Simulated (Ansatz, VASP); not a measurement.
## S in VASP and in Ansatz

INCAR

```
SYSTEM = S
  PREC = Accurate
  ENCUT = 600
  EDIFF = 1E-7
  ISMEAR = -1
  SIGMA = 0.05
  LREAL = .False.
  LASPH = .True.
  NELM = 60
  ALGO = Normal
  ISIF = 3
  LWAVE = .False.
  LCHARG = .False.
  IBRION = 2
  NSW = 60
  EDIFFG = -0.005
```

Contents of KPOINTS:

```
regular mesh
0
Gamma
  13 13 13
  0 0 0
```

The input POSCAR:

```
S
1.0
    0.0000000000      2.7698291284      2.7698291284
    2.7698291284      0.0000000000      2.7698291284
    2.7698291284      2.7698291284      0.0000000000
S
2
Direct
   -0.1250000000     -0.1250000000     -0.1250000000
    0.1250000000      0.1250000000      0.1250000000
```

Input for Ansatz:

```yaml
crystal:
  lattice:
    - [0.0, 2.7698291284, 2.7698291284]
    - [2.7698291284, 0.0, 2.7698291284]
    - [2.7698291284, 2.7698291284, 0.0]
  atoms:
    - { symbol: S, position: [-0.125, -0.125, -0.125] }
    - { symbol: S, position: [0.125, 0.125, 0.125] }
kpoints:
  mp_grid: { grid: [13, 13, 13] }
scf:
  occupations: { method: fermi_dirac, width: 0.05 }
hamiltonian:
  xc: lda
  pseudopotentials: { kind: paw }
output:
  forces: true
  stress: true
  write_density: true
  write_potential: true
  elf: true
  volumetric_format: npy
relax:
  f_tol: 0.005
  max_steps: 40
  cell: {}
```

Alike in both runs: task relaxation of cell and atoms; functional LDA; k mesh 13 × 13 × 13; occupations fermi-dirac, width 0.05 eV; no spin polarisation.

|  | VASP | Ansatz |
| --- | --- | --- |
| version | VASP 6.6.1 | Ansatz 0.2.0 |
| potentials or method | VASP PAW LDA potentials, release 64 (S) | PAW with Ansatz's default frozen-core files, scalar-relativistic |
| plane-wave cutoff (eV) | 600 | 420 |
| valence electrons in the cell | 12 | 12 |

```csv
,VASP,Ansatz,Ansatz less VASP
relaxed volume (Å³/atom),22.37,22.36,-0.016
relaxed cell length with the largest relative difference (Å),3.985,3.984,-0.0009
```

LDA's correlation is that of Perdew and Zunger in VASP and of Perdew and Wang (1992) in Ansatz.
